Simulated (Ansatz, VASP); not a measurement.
# BaBe6C3 in VASP and in Ansatz

```
CELL_PARAMETERS angstrom
2.73787 -6.32589 0.00000
2.73787 6.32589 0.00000
0.00000 0.00000 4.85108
ATOMIC_POSITIONS crystal
Ba 0.00000 0.00000 0.50000
Be 0.00000 0.50000 0.50000
Be 0.50000 0.00000 0.50000
Be 0.58902 0.41098 0.25000
Be 0.58902 0.41098 0.75000
Be 0.41098 0.58902 0.25000
Be 0.41098 0.58902 0.75000
C 0.67805 0.32195 0.50000
C 0.32195 0.67805 0.50000
C 0.50000 0.50000 0.00000
```

Alike in both runs: task single point; functional PBE; k mesh 4 × 4 × 4; occupations gaussian, width 0.1 eV; no spin polarisation.

```csv
,VASP,Ansatz
version,VASP 6.6.1,Ansatz 0.2.0
potentials or method,"VASP PAW PBE potentials, release 64 (Ba_sv, Be, C), cutoff 520 eV","scalar-relativistic, plane waves, PAW"
valence electrons in the cell,34,34
```

Ansatz gave:

| Item | Value |
| --- | --- |
| gap on the k mesh at the Fermi level (eV) | none |
| pressure (GPa) | 0.1 |
| traceless stress, the component that is largest in VASP (GPa) | 2.51 |
| rms of the force components (eV/Å) | 0.132 |

Question: What did VASP give for the same quantities?

Answer: gap on the k mesh at the Fermi level (eV): none; pressure (GPa): 0.3; traceless stress, the component that is largest in VASP (GPa): 2.47; rms of the force components (eV/Å): 0.128.

Atom by atom the forces differ by 0.012 eV/Å (rms over components). A gap of «none» marks a metal or a gap that the smearing closes. With one functional, cell and mesh, what is left measures potentials, basis and numerics.

Neither program's run includes spin-orbit coupling.
